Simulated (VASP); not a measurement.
Set up this calculation in VASP 6.6.1, as the native input.

```
Task                   : single point
Functional             : PBEsol
Potentials or basis    : VASP PAW PBE potentials, release 64 (Pb_d)
Cutoff                 : 520 eV
k mesh                 : 13 × 13 × 13
Occupations            : fermi-dirac, width 0.05 eV
Spin                   : no spin polarisation
Dipole correction      : no
Further INCAR settings : ALGO = Normal; EDIFF = 1e-07; NBANDS = 13
```

The structure of Pb lies in POSCAR:

```
Pb
1.0
    2.7972976906      0.0000000000      0.0000000000
    0.0000000000      2.7972976906      0.0000000000
    0.0000000000      0.0000000000      2.7972976906
Pb
1
Direct
    0.0000000000      0.0000000000      0.0000000000
```

This cell differs from its parent crystal: volume scaled by 0.68.

These files were run (other wordings do the same):

INCAR

```
SYSTEM = Pb
PREC = Accurate
ENCUT = 520
EDIFF = 1E-7
ISMEAR = -1
SIGMA = 0.05
LREAL = .FALSE.
LASPH = .TRUE.
NELM = 60
ALGO = Normal
ISIF = 2
LWAVE = .FALSE.
LCHARG = .FALSE.
GGA = PS
NBANDS = 13
```

KPOINTS

```
regular mesh
0
G
  13 13 13
  0 0 0
```

Potentials or basis: VASP PAW PBE potentials, release 64 (Pb_d).

Launch:

```console
$ cat potpaw_PBE.64/Pb_d/POTCAR > POTCAR
$ mpirun -np 1 vasp_std > vasp.out
```

Results of the run:

The pressure is 43.4 GPa and the band gap on the k mesh is zero (band 7 reaches 17.70 eV, above the bottom of band 8 at 8.58 eV).

Caveat: the PAW data sets were made with another functional, which shifts forces and pressure a little; spin-orbit coupling is left out, which moves the levels of the heavy elements.

Wall time 11 s on 1 thread of AMD EPYC 9R45 96-Core Processor (Zen 5) (shared host), peak memory 0.12 GiB.
